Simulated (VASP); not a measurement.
Here is a VASP 6.6.1 calculation.

INCAR

```
SYSTEM = LiNbO3
ALGO = Normal
EDIFF = 1E-6
ENCUT = 520
GGA = PE
ISIF = 2
ISMEAR = 0
LASPH = .True.
LCHARG = .False.
LREAL = .False.
LWAVE = .False.
NBANDS = 45
NELM = 60
PREC = Accurate
SIGMA = 0.05
```

KPOINTS

```
k-points
0
Gamma
  6 6 6
  0 0 0
```

File POSCAR:

```
LiNbO3
1.0
    2.6722716124      1.5428367348      4.3917893192
   -2.6722716124      1.5428367348      4.3917893192
    0.0000000000     -3.0856734694      4.3917893192
Li Nb O
2 2 6
Direct
    0.2500000000      0.2500000000      0.2500000000
    0.7500000000      0.7500000000      0.7500000000
    0.0000000000      0.0000000000      0.0000000000
    0.5000000000      0.5000000000      0.5000000000
    0.1016165405      0.3983834595      0.7500000000
    0.7500000000      0.1016165405      0.3983834595
    0.3983834595      0.7500000000      0.1016165405
    0.8983834595      0.6016165405      0.2500000000
    0.2500000000      0.8983834595      0.6016165405
    0.6016165405      0.2500000000      0.8983834595
```

Potentials or basis: VASP PAW PBE potentials, release 64 (Li_sv, Nb_sv, O).

Command:

```bash
$ cat potpaw_PBE.64/Li_sv/POTCAR potpaw_PBE.64/Nb_sv/POTCAR potpaw_PBE.64/O/POTCAR > POTCAR
$ mpirun -np 1 vasp_std > vasp.out
```

Question: Estimate the largest force.

Answer: 1.567 eV/Å.

Question: What does it give for the band gap on the k mesh?

Answer: 1.93 eV.

Forces on the atoms (eV/Å):
```
Li   0.000  0.000  0.000
Li   0.000  0.000  0.000
Nb   0.000  0.000  0.000
Nb   0.000  0.000  0.000
O    1.567  0.000  0.000
O   -0.784  1.357  0.000
O   -0.784 -1.357  0.000
O   -1.567  0.000  0.000
O    0.784 -1.357  0.000
O    0.784  1.357  0.000
```

Caveat: forces of over 1 eV/Å act on the atoms, so gaps and moduli don't describe the material at rest. A k mesh can miss the band edges.
